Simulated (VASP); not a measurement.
B: single point with BLYP

B:

```
B
1.0
    -4.60148    4.78029    0.79056
     4.78029   -4.60148    0.79056
     2.04737    2.04737   -0.46308
B
2
Direct
  0.08899 0.91101 0.00000
  0.66101 0.33899 0.50000
```

- Program: VASP 6.6.1
- Task: single point
- Functional: BLYP
- Potentials or basis: VASP PAW PBE potentials, release 64 (B)
- Cutoff: 520 eV
- k mesh: 17 × 17 × 12
- Occupations: fermi-dirac, width 0.1 eV
- Spin: no spin polarisation
- Dipole correction: no
- Further INCAR settings: ALGO = Normal; EDIFF = 1e-07; NBANDS = 10; ISYM = 0

The pressure is -0.1 GPa, the largest force is 0.019 eV/Å and the band gap on the k mesh is zero (bands 3 and 4 overlap by 9.71 eV).

Forces on the atoms (eV/Å):
```
B    0.014 -0.014  0.000
B   -0.014  0.014  0.000
```

Stress tensor (GPa, compression positive):
```
 0.14 -0.02 -0.07
-0.02  0.14 -0.07
-0.07 -0.07 -0.45
```

Levels at points of the mesh, in eV from the Fermi level:
| k point | band 1 | band 2 | band 3 | band 4 | band 5 | band 6 | band 7 | band 8 |
| --- | --- | --- | --- | --- | --- | --- | --- | --- |
| (0.00, 0.00, 0.00) | -15.23 | -6.67 | -4.70 | -1.30 | 2.79 | 5.70 | 6.78 | 8.84 |
| (0.00, 0.00, 0.50) | -11.95 | -11.95 | -3.64 | -3.64 | 5.45 | 5.45 | 10.97 | 10.97 |

It took 17 min on 1 thread of Intel(R) Xeon(R) Platinum 8488C (Sapphire Rapids) (shared host), peak memory 0.58 GiB.

Caveat: the PAW data sets were made with another functional, which shifts forces and pressure a little.
